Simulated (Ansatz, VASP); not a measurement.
**Sn3C2: VASP beside Ansatz**

```
Sn C
1.0
     4.71662    0.00000    0.00000
     0.00000    4.71662    0.00000
     0.00000    0.00000    4.71662
Sn C
3 2
Direct
  0.00000 0.50000 0.50000
  0.50000 0.00000 0.50000
  0.50000 0.50000 0.00000
  0.50000 0.50000 0.50000
  0.00000 0.00000 0.00000
```

Alike in both runs: functional PBE; k mesh 4 × 4 × 4; occupations gaussian, width 0.1 eV; no spin polarisation.

Ansatz relaxed the structure, and its values are those at the end. VASP's run is a single point on that final structure, the one shown.

|  | VASP | Ansatz |
| --- | --- | --- |
| version | VASP 6.6.1 | Ansatz 0.2.0 |
| potentials or method | VASP PAW PBE potentials, release 64 (Sn_d, C), cutoff 520 eV | scalar-relativistic, plane waves, PAW |
| valence electrons in the cell | 50 | 50 |

|  | VASP | Ansatz | Ansatz less VASP |
| --- | --- | --- | --- |
| gap on the k mesh at the Fermi level (eV) | none | none | - |
| pressure (GPa) | -0.3 | -0.3 | +0.01 |

A gap of «none» marks a metal or a gap that the smearing closes.
